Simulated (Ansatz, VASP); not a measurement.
Ta: VASP beside Ansatz

INCAR

```
SYSTEM = Ta
ALGO = Normal
EDIFF = 1E-7
ENCUT = 520
ISIF = 2
ISMEAR = -1
LASPH = .TRUE.
LCHARG = .FALSE.
LREAL = .FALSE.
LWAVE = .FALSE.
NBANDS = 12
NELM = 80
PREC = Accurate
SIGMA = 0.05
```

The input KPOINTS:

```
k-points
0
G
  14 14 14
  0 0 0
```

Contents of POSCAR:

```
Ta
1.0
   -1.6713142964      1.6713142964      1.6713142964
    1.6713142964     -1.6713142964      1.6713142964
    1.6713142964      1.6713142964     -1.6713142964
Ta
1
Direct
    0.0000000000      0.0000000000      0.0000000000
```

Input for Ansatz:

```yaml
crystal:
  lattice:
    - [-1.6713142964, 1.6713142964, 1.6713142964]
    - [1.6713142964, -1.6713142964, 1.6713142964]
    - [1.6713142964, 1.6713142964, -1.6713142964]
  atoms:
    - { symbol: Ta, position: [0.0, 0.0, 0.0] }
kpoints:
  mp_grid: { grid: [14, 14, 14] }
scf:
  occupations: { method: fermi_dirac, width: 0.05 }
hamiltonian:
  xc: lda
  pseudopotentials: { kind: all_electron, lapw: { basis_error: 0.001 } }
output:
  forces: true
  stress: true
  eigenvalues: true
```

Change from the starting cell: volume scaled by 1.03.

Alike in both runs: task single point; functional LDA; k mesh 14 × 14 × 14; occupations fermi-dirac, width 0.05 eV; no spin polarisation.

```csv
,VASP,Ansatz
version,VASP 6.6.1,Ansatz 0.2.0
potentials or method,"VASP PAW LDA potentials, release 64 (Ta_pv), cutoff 520 eV","all-electron LAPW, scalar-relativistic"
```

VASP gave:

* pressure (GPa): -14.5

Problem. What did Ansatz give for the same quantities?

Solution. Pressure (GPa): -15.2.

LDA's correlation is that of Perdew and Zunger in VASP and of Perdew and Wang (1992) in Ansatz. Ansatz ran all-electron here, and VASP with PAW potentials.

Neither program's run includes spin-orbit coupling.
